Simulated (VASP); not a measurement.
# WS: single point with PBEsol

WS:

```xyz
2
Lattice="-2.1565 2.1565 2.4747 2.1565 -2.1565 2.4747 2.1565 2.1565 -2.4747" Properties=species:S:1:pos:R:3 pbc="T T T"
W     0.0083   -0.0046    2.4612
S    -0.0360   -0.0376    0.0559
```

```
Program                : VASP 6.6.1
Task                   : single point
Functional             : PBEsol
Potentials or basis    : VASP PAW PBE potentials, release 64 (W_sv, S)
Cutoff                 : 520 eV
k mesh                 : 6 × 6 × 6
Occupations            : gaussian, width 0.05 eV
Spin                   : no spin polarisation
Dipole correction      : no
Further INCAR settings : ALGO = Normal; EDIFF = 1e-06; NBANDS = 17
```

The pressure is -26.6 GPa. The largest force is 0.335 eV/Å. The band gap on the k mesh is zero (bands 10 and 11 overlap by 2.01 eV).

Forces on the atoms (eV/Å):
```
W    0.259  0.202  0.063
S   -0.259 -0.202 -0.063
```

Stress tensor (GPa, compression positive):
```
-24.19  -0.05  -0.10
 -0.05 -24.19  -0.07
 -0.10  -0.07 -31.43
```

Levels at points of the mesh, in eV from the Fermi level:
```tsv
k point	band 6	band 7	band 8	band 9	band 10	band 11	band 12	band 13	band 14	band 15
(0.00, 0.00, 0.00)	-3.11	-2.67	-2.62	-1.87	-1.50	-1.47	-1.06	-0.26	1.12	8.88
(0.50, 0.00, 0.00)	-6.98	-4.97	-4.55	0.06	0.54	0.66	1.93	2.34	2.86	4.55
(0.00, 0.50, 0.00)	-6.98	-4.97	-4.55	0.06	0.54	0.66	1.96	2.29	2.87	4.55
(0.00, 0.50, 0.50)	-6.98	-4.99	-4.56	0.05	0.54	0.67	1.97	2.38	2.85	4.52
(0.50, 0.00, 0.50)	-6.98	-4.99	-4.56	0.06	0.54	0.67	2.01	2.34	2.85	4.51
(0.50, 0.50, 0.00)	-5.28	-3.85	-3.08	-2.21	-0.85	0.40	0.55	0.65	1.32	6.86
(0.00, 0.00, 0.50)	-5.29	-3.83	-3.05	-2.23	-0.88	0.40	0.55	0.64	1.33	6.87
(0.50, 0.50, 0.50)	-4.92	-4.01	-4.00	-2.10	0.21	0.22	0.34	0.35	1.27	7.80
```

It took 52 s on 1 thread of Intel(R) Xeon(R) Platinum 8488C (Sapphire Rapids), on a shared host, peak memory 0.23 GiB.

Caveat: the cell stands under tension; the PAW data sets were made with another functional, which shifts forces and pressure a little; spin-orbit coupling is left out, which moves the levels of the heavy elements.
